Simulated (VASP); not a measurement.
TaAg2F6:

```xyz
9
Lattice="0.0000 3.8836 3.8836 3.8836 0.0000 3.8836 3.8836 3.8836 0.0000" Properties=species:S:1:pos:R:3 pbc="T T T"
Ta    0.0000    0.0000    0.0000
Ag    1.9418    1.9418    1.9418
Ag    5.8255    5.8255    5.8255
F     1.9418    3.8836    3.8836
F     5.8255    3.8836    3.8836
F     3.8836    1.9418    3.8836
F     3.8836    5.8255    3.8836
F     3.8836    3.8836    1.9418
F     3.8836    3.8836    5.8255
```

This cell differs from its parent crystal: atoms taken out.

* Program: VASP 6.6.1
* Task: relaxation of cell and atoms
* Functional: PBE
* Potentials or basis: VASP PAW PBE potentials, release 64 (Ta_pv, Ag, F)
* Cutoff: 600 eV
* k mesh: 4 × 4 × 4
* Occupations: gaussian, width 0.1 eV
* Spin: no spin polarisation

At the start: pressure 9.4 GPa; volume 13.02 Å³/atom.

Q: How do energy, volume and symmetry change on relaxing?

A: Over 7 steps the energy falls by 105.5 meV/atom and the volume is 17.66 Å³/atom (+35.7 %); space group Fm-3m (No. 225, to 0.1 Å) before and after.

Step by step:
| step | energy change (eV) | largest force (eV/Å) | pressure (GPa) | volume (Å³) |
| --- | --- | --- | --- | --- |
| 1 | 0.0000 | 0.0715 | 9.42 | 117.15 |
| 2 | -0.2408 | 1.4239 | -2.82 | 130.61 |
| 3 | -0.2694 | 1.1207 | -0.24 | 127.00 |
| 4 | -0.5726 | 0.7677 | 0.29 | 133.04 |
| 5 | -0.8604 | 0.2069 | 2.83 | 144.43 |
| 6 | -0.8671 | 0.5661 | 3.83 | 147.60 |
| 7 | -0.9496 | 0.0080 | 0.06 | 158.96 |

Final structure:
```
Ta Ag F
1.0
     0.00000    4.29952    4.29952
     4.29952    0.00000    4.29952
     4.29952    4.29952    0.00000
Ta Ag F
1 2 6
Direct
  0.00000 0.00000 0.00000
  0.25000 0.25000 0.25000
  0.75000 0.75000 0.75000
  0.77524 0.22476 0.22476
  0.22476 0.77524 0.77524
  0.22476 0.77524 0.22476
  0.77524 0.22476 0.77524
  0.22476 0.22476 0.77524
  0.77524 0.77524 0.22476
```

Caveat: the cell differs from its parent crystal (atoms taken out); the volume moved by over 15 % at a fixed basis, so the end points are rough; an odd number of electrons without spin polarisation forces a metal; a magnetic or distorted state may lie lower.
